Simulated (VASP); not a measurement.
# SiNi3 (P4/mmm) in VASP: a series of runs

SiNi3 is run at these levels: PBE; tasks: single point.

Everything below comes from runs of VASP 6.6.1. Logs are shortened: lines on timing, memory, paths and dates and some standing lists are left out, and cuts for length are marked.

## Step 1: The cell of the first run

Symmetry: P4/mmm, No. 123, tetragonal system. Conventional cell: a = 3.331 Å, b = 3.331 Å, c = 3.682 Å, α = 90.00°, β = 90.00°, γ = 90.00°. Within 3.1 Å of Si (site symmetry 4/mmm) lie 12 Ni at 2.36 to 2.48 Å. Ni (site symmetry mmm) has 8 Ni at 2.36 to 2.48 Å and 4 Si at 2.48 Å within 3.1 Å. Within 3.1 Å of Ni (site symmetry 4/mmm) lie 4 Si at 2.36 Å and 8 Ni at 2.48 Å.

## Step 2: Single point, PBE (strain -0.050 along x and y, +0.050 along z)

The input, INCAR:

```
PREC     = Accurate       # precision mode
ENCUT    = 520            # plane-wave cutoff, eV
EDIFF    = 1E-6           # SCF threshold, eV
ISMEAR   = 0              # smearing method
SIGMA    = 0.15           # smearing width, eV
LREAL    = False          # projectors in reciprocal space
LASPH    = True           # aspherical terms in the spheres
NELM     = 60             # most SCF steps
ALGO     = Fast           # electronic algorithm
ISIF     = 2              # what is computed and relaxed
LWAVE    = False          # write WAVECAR
LCHARG   = False          # write CHGCAR
GGA      = PE             # functional
NBANDS   = 25             # bands
```

The input, KPOINTS:

```
Automatic mesh
0
Gamma
  14 14 14
```

The input, POSCAR:

```
SiNi3
1.0
    3.3309466589      0.0000000000      0.0000000000
    0.0000000000      3.3309466589      0.0000000000
    0.0000000000      0.0000000000      3.6815726229
Si Ni
1 3
Direct
    0.0000000000      0.0000000000      0.0000000000
    0.0000000000      0.5000000000      0.5000000000
    0.5000000000      0.0000000000      0.5000000000
    0.5000000000      0.5000000000      0.0000000000
```

Potentials or basis: VASP PAW PBE potentials, release 64 (Si, Ni).

Launch:

```bash
> cat potpaw_PBE.64/Si/POTCAR potpaw_PBE.64/Ni/POTCAR > POTCAR
> mpirun -np 1 vasp_std > vasp.out
```

OUTCAR:

```text
PREC = Accurate
   ENCUT = 520
   EDIFF = 1E-6
   ISMEAR = 0
   LREAL = False
   LASPH = True
   NELM = 60
   ISIF = 2
   GGA = PE

 ion  position               nearest neighbor table
   1  0.000  0.000  0.000-   4 2.36   4 2.36   4 2.36   4 2.36   3 2.48   2 2.48   3 2.48   2 2.48
                             3 2.48   2 2.48   3 2.48   2 2.48
   2  0.000  0.500  0.500-   3 2.36   3 2.36   3 2.36   3 2.36   4 2.48   1 2.48   1 2.48   1 2.48
                             4 2.48   4 2.48   4 2.48   1 2.48
   3  0.500  0.000  0.500-   2 2.36   2 2.36   2 2.36   2 2.36   4 2.48   1 2.48   4 2.48   4 2.48
                             1 2.48   4 2.48   1 2.48   1 2.48
   4  0.500  0.500  0.000-   1 2.36   1 2.36   1 2.36   1 2.36   3 2.48   2 2.48   3 2.48   3 2.48
                             3 2.48   2 2.48   2 2.48   2 2.48

  LATTYP: Found a simple tetragonal cell.
 ALAT       =     3.3309466589
 C/A-ratio  =     1.1052631579

  Lattice vectors:

 A1 = (   3.3309466589,   0.0000000000,   0.0000000000)
 A2 = (   0.0000000000,   3.3309466589,   0.0000000000)
 A3 = (   0.0000000000,   0.0000000000,   3.6815726229)

Analysis of symmetry for initial positions (statically):
=====================================================================
 Subroutine PRICEL returns:
 Original cell was already a primitive cell.

 Routine SETGRP: Setting up the symmetry group for a
 simple tetragonal supercell.

 Subroutine GETGRP returns: Found 16 space group operations
 (whereof 16 operations were pure point group operations)
 out of a pool of 16 trial point group operations.

The static configuration has the point symmetry D_4h.

Analysis of symmetry for dynamics (positions and initial velocities):
=====================================================================
 Subroutine PRICEL returns:
 Original cell was already a primitive cell.

 Routine SETGRP: Setting up the symmetry group for a
 simple tetragonal supercell.

 Subroutine GETGRP returns: Found 16 space group operations
 (whereof 16 operations were pure point group operations)
 out of a pool of 16 trial point group operations.

The dynamic configuration has the point symmetry D_4h.

 Subroutine INISYM returns: Found 16 space group operations
 (whereof 16 operations are pure point group operations),
 and found     1 'primitive' translations

----------------------------------------------------------------------------------------

                                     Primitive cell

  volume of cell :      40.8478

  direct lattice vectors                    reciprocal lattice vectors
     3.330946659  0.000000000  0.000000000     0.300214955  0.000000000  0.000000000
     0.000000000  3.330946659  0.000000000     0.000000000  0.300214955  0.000000000
     0.000000000  0.000000000  3.681572623     0.000000000  0.000000000  0.271623054

  length of vectors
     3.330946659  3.330946659  3.681572623     0.300214955  0.300214955  0.271623054

  position of ions in fractional coordinates (direct lattice)
     0.000000000  0.000000000  0.000000000
     0.000000000  0.500000000  0.500000000
     0.500000000  0.000000000  0.500000000
     0.500000000  0.500000000  0.000000000

  ion indices of the primitive-cell ions
   primitive index   ion index
                 1           1
                 2           2
                 3           3
                 4           4

----------------------------------------------------------------------------------------

 KPOINTS: Automatic mesh

Automatic generation of k-mesh.
 Grid dimensions read from file:
 generate k-points for:   14   14   14

 Generating k-lattice:

  Cartesian coordinates                     Fractional coordinates (reciprocal lattice)
     0.021443925  0.000000000  0.000000000     0.071428571  0.000000000  0.000000000
     0.000000000  0.021443925  0.000000000     0.000000000  0.071428571  0.000000000
     0.000000000  0.000000000  0.019401647     0.000000000  0.000000000  0.071428571

  Length of vectors
     0.021443925  0.021443925  0.019401647

  Shift w.r.t. Gamma in fractional coordinates (k-lattice)
     0.000000000  0.000000000  0.000000000

 Subroutine IBZKPT returns following result:
 ===========================================

 Found    288 irreducible k-points:

 Following reciprocal coordinates:
            Coordinates               Weight
  0.000000  0.000000  0.000000      1.000000
  0.071429  0.000000  0.000000      4.000000
  0.142857  0.000000  0.000000      4.000000
  0.214286  0.000000  0.000000      4.000000
  0.285714  0.000000  0.000000      4.000000
  0.357143  0.000000  0.000000      4.000000
[... 16 lines left out ...]
  0.285714  0.214286  0.000000      8.000000
  0.357143  0.214286  0.000000      8.000000
 [... further k-points ...]
   k-points           NKPTS =    288   k-points in BZ     NKDIM =    288   number of bands    NBANDS=     25
   number of dos      NEDOS =    301   number of ions     NIONS =      4
   total plane-waves  NPLWV =  21952
   dimension x,y,z NGX =    28 NGY =   28 NGZ =   28
   dimension x,y,z NGXF=    56 NGYF=   56 NGZF=   56
   ions per type =               1   3
   NGX,Y,Z   is equivalent  to a cutoff of  13.97, 13.97, 12.64 a.u.
   NGXF,Y,Z  is equivalent  to a cutoff of  27.95, 27.95, 25.29 a.u.
 SYSTEM =  unknown system
   PREC   = accura    normal or accurate (medium, high low for compatibility)
   ISTART =      0    job   : 0-new  1-cont  2-samecut
   ICHARG =      2    charge: 1-file 2-atom 10-const
   ISPIN  =      1    spin polarized calculation?
   LNONCOLLINEAR =      F non collinear calculations
   LSORBIT =      F    spin-orbit coupling
   LASPH  =      T    aspherical Exc in radial PAW
   ENCUT  =  520.0 eV  38.22 Ry    6.18 a.u.   6.19  6.19  6.85*2*pi/ulx,y,z
   NELM   =     60;   NELMIN=  2; NELMDL= -5     # of ELM steps
   EDIFF  = 0.1E-05   stopping-criterion for ELM
   LREAL  =      F    real-space projection
   EDIFFG = 0.1E-04   stopping-criterion for IOM
   NSW    =      0    number of steps for IOM
   IBRION =     -1    ionic relax: 0-MD 1-quasi-New 2-CG
   NFREE  =      0    steps in history (QN), initial steepest desc. (CG)
   ISIF   =      2    stress and relaxation
   ISYM   =      2    0-nonsym 1-usesym 2-fastsym
   POTIM  = 0.5000    time-step for ionic-motion
   TEBEG  =    0.0;   TEEND  =   0.0 temperature during run
   PSTRESS=    0.0 pullay stress
   NELECT =      34.0000    total number of electrons
   NUPDOWN=      -1.0000    fix difference up-down
   EMIN   =  10.00;   EMAX   =-10.00  energy-range for DOS
   EFERMI =   0.00;   METHOD = LEGACY
   ISMEAR =     0;   SIGMA  =   0.15  broadening in eV -4-tet -1-fermi 0-gaus
   EFERMI_NEDOS =   21; number of points for ismear=-14 and -15
   IALGO  =     68    algorithm
   IMIX   =      4    mixing-type and parameters
     AMIX     =   0.40;   BMIX     =  1.00
     AMIX_MAG =   1.60;   BMIX_MAG =  1.00
  volume/ion in A,a.u.               =      10.21        68.91
  Fermi-wavevector in a.u.,A,eV,Ry     =   1.539968  2.910117 32.266216  2.371500
  Thomas-Fermi vector in A             =   2.646121
   LORBIT       =      0    0 simple, 1 ext, 2 COOP (PROOUT), +10 PAW based schemes
   GGA     = PE    functional components
   LHFCALC =     F    Hartree Fock is set to
   AEXX    =    0.0000 exact exchange contribution
   IVDW    =     0    specifies the selected vdW correction
   LEPSILON=     F    determine dielectric tensor
   LRPA    =     F    only Hartree local field effects (RPA)
 non-spin polarized calculation
 RMM-DIIS sequential band-by-band and
 Gauss-broadening in eV      SIGMA  =   0.15
  energy-cutoff  :      520.00
  volume of cell :       40.85
 maximum number of plane-waves:      1128
 NGX is ok and might be reduce to    28
   NGX = 13   NGY = 13   NGZ = 13

 number of electron      34.0000004 magnetization

 Free energy of the ion-electron system (eV)
  ---------------------------------------------------
  ext. energy  EPLUGINS =         0.00000000
  ---------------------------------------------------
  free energy    TOTEN  =       -23.42892349 eV

  energy without entropy =      -23.41347492  energy(sigma->0) =      -23.42119921

 E-fermi :  11.5342     XC(G=0): -13.3939

 val. band max:       11.5336063895   @ k =   0.1429   0.0000   0.2143
 cond. band min:      11.5353996695   @ k =   0.1429   0.0714   0.4286
 fundamental gap:      0.0017932800
 Fermi energy:        11.5341861995

 k-point     1 :       0.0000    0.0000    0.0000
  band No.  band energies     occupation
      1      -0.8934      2.00000
      2       6.2279      2.00000
      3       7.0471      2.00000
      4       7.1574      2.00000
      5       7.6819      2.00000
      6       7.6819      2.00000
[... 17 lines left out ...]
     24      22.5530      0.00000
     25      22.5530      0.00000

 k-point     2 :       0.0714    0.0000    0.0000
  band No.  band energies     occupation
      1      -0.8257      2.00000
      2       6.2612      2.00000
      3       7.0312      2.00000
      4       7.1460      2.00000
      5       7.6488      2.00000
      6       7.7034      2.00000
[... 17 lines left out ...]
     24      22.3335      0.00000
     25      22.5672      0.00000

 k-point     3 :       0.1429    0.0000    0.0000
  band No.  band energies     occupation
      1      -0.6242      2.00000
      2       6.3246      2.00000
      3       6.8239      2.00000
      4       7.2713      2.00000
      5       7.5557      2.00000
      6       7.7336      2.00000
[... 17 lines left out ...]
     24      21.8703      0.00000
     25      22.3871      0.00000

 k-point     4 :       0.2143    0.0000    0.0000
  band No.  band energies     occupation
      1      -0.2947      2.00000
      2       6.0891      2.00000
      3       6.7212      2.00000
      4       7.4236      2.00000
      5       7.4964      2.00000
      6       7.7236      2.00000
[... 17 lines left out ...]
     24      21.5770      0.00000
     25      22.0014      0.00000
[... 477 lines left out ...]
 k-point    22 :       0.2143    0.2143    0.0000
  band No.  band energies     occupation
      1       0.2796      2.00000
      2       6.3690      2.00000
      3       6.4372      2.00000
      4       7.2328      2.00000
      5       7.2595      2.00000
      6       7.8186      2.00000
[... 17 lines left out ...]
     24      21.0120      0.00000
     25      21.0164      0.00000

 k-point    23 :       0.2857    0.2143    0.0000
  band No.  band energies     occupation
      1       0.7042      2.00000
      2       5.7606      2.00000
      3       6.5816      2.00000
      4       7.1770      2.00000
      5       7.3633      2.00000
      6       7.9496      2.00000
[... 17 lines left out ...]
     24      21.0627      0.00000
     25      21.3980      0.00000

 k-point    24 :       0.3571    0.2143    0.0000
  band No.  band energies     occupation
      1       1.2082      2.00000
      2       5.0102      2.00000
      3       6.7373      2.00000
      4       7.1050      2.00000
      5       7.4996      2.00000
      6       8.1619      2.00000
[... 17 lines left out ...]
     24      21.4540      0.00000
     25      21.5952      0.00000

 [... further k-points ...]
[... 5 lines left out ...]
  --------------------------------------------------------------------------------------
  -------------------------------------------------------------------------------------
  Total        5.4907315      5.4907315     -0.1266652      0.0000000     -0.0000000      0.0000000
  in kB      215.3634795    215.3634795     -4.9681998      0.0000000     -0.0000000      0.0000000
  external PRESSURE =     141.9195864 kB  Pullay stress =       0.0000000 kB

 VOLUME and BASIS-vectors are now :
 -----------------------------------------------------------------------------
  energy-cutoff  :      520.00
  volume of cell :       40.85
      direct lattice vectors                 reciprocal lattice vectors
     3.330946659  0.000000000  0.000000000     0.300214955  0.000000000  0.000000000
     0.000000000  3.330946659  0.000000000     0.000000000  0.300214955  0.000000000
     0.000000000  0.000000000  3.681572623     0.000000000  0.000000000  0.271623054

 POSITION                                       TOTAL-FORCE (eV/Angst)
 -----------------------------------------------------------------------------------
      0.00000      0.00000      0.00000         0.000000      0.000000      0.000000
      0.00000      1.66547      1.84079         0.000000      0.000000      0.000000
      1.66547      0.00000      1.84079         0.000000      0.000000      0.000000
      1.66547      1.66547      0.00000         0.000000      0.000000      0.000000
 -----------------------------------------------------------------------------------
    total drift:                                0.000000      0.000000      0.000000

  FREE ENERGIE OF THE ION-ELECTRON SYSTEM (eV)
  ---------------------------------------------------
  free  energy   TOTEN  =       -23.4289234912 eV

  energy  without entropy=      -23.4134749208  energy(sigma->0) =      -23.42119921
```

Run time: 2.2 min. Hardware: 1 thread of Intel Xeon 6975P-C (Granite Rapids), shared host; peak memory 0.34 GiB.

Results:

| Property | Result |
| --- | --- |
| Free energy | -23.4289 eV |
| Pressure | 14.2 GPa |
| Band gap on the k mesh | zero (bands 17 and 18 overlap by 0.57 eV) |

Caveat: the cell differs from its parent crystal (strain -0.050 along x and y, +0.050 along z); the cell stands under pressure.

## Step 3: Single point, PBE (strain +0.050 along x and y, -0.050 along z)

The input, INCAR:

```
  PREC = Accurate
  ENCUT = 520
  EDIFF = 1E-7
  ISMEAR = 0
  SIGMA = 0.15
  LREAL = False
  LASPH = True
  NELM = 80
  ALGO = Fast
  ISIF = 2
  LWAVE = False
  LCHARG = False
  GGA = PE
  NBANDS = 25
```

KPOINTS is that of step 2.

The input, POSCAR:

```
SiNi3
1.0
    3.6815726229      0.0000000000      0.0000000000
    0.0000000000      3.6815726229      0.0000000000
    0.0000000000      0.0000000000      3.3309466589
Si Ni
1 3
Direct
    0.0000000000      0.0000000000      0.0000000000
    0.0000000000      0.5000000000      0.5000000000
    0.5000000000      0.0000000000      0.5000000000
    0.5000000000      0.5000000000      0.0000000000
```

Potentials or basis: VASP PAW PBE potentials, release 64 (Si, Ni).

Launch:

```bash
> cat potpaw_PBE.64/Si/POTCAR potpaw_PBE.64/Ni/POTCAR > POTCAR
> mpirun -np 1 vasp_std > vasp.out
```

It took 2.5 min on 1 thread of Intel Xeon 6975P-C (Granite Rapids), shared host; peak memory 0.36 GiB.

Results (log left out):

- Free energy: -23.5258 eV
- Pressure: -8.1 GPa
- Band gap on the k mesh: zero (bands 17 and 18 overlap by 0.47 eV)

Stress tensor (GPa, compression positive):
```
-11.52   0.00   0.00
  0.00 -11.52   0.00
  0.00   0.00  -1.28
```

Levels at points of the mesh, in eV from the Fermi level:
```
           k point  band 14  band 15  band 16  band 17  band 18  band 19  band 20  band 21
(0.00, 0.00, 0.00)    -0.42    -0.33    -0.28     0.11     0.11     0.46     4.07     5.45
(0.50, 0.00, 0.00)    -1.11    -1.07    -0.48     0.11     2.68     3.96     4.46     4.50
(0.50, 0.50, 0.00)    -1.39    -1.23    -1.05    -0.98     0.33     0.33     5.77     6.87
(0.00, 0.00, 0.50)    -1.05    -0.92    -0.78    -0.27     3.66     3.66     4.39     4.75
(0.50, 0.00, 0.50)    -1.10    -0.99    -0.98    -0.85     0.65     0.68     5.09     5.73
(0.50, 0.50, 0.50)    -1.16    -0.96    -0.32    -0.32    -0.30    -0.07     1.00     3.66
```

Caveat: the cell differs from its parent crystal (strain +0.050 along x and y, -0.050 along z); the cell stands under tension. Spin polarisation is off, so any magnetic state and its effect on volume and gap are missing.
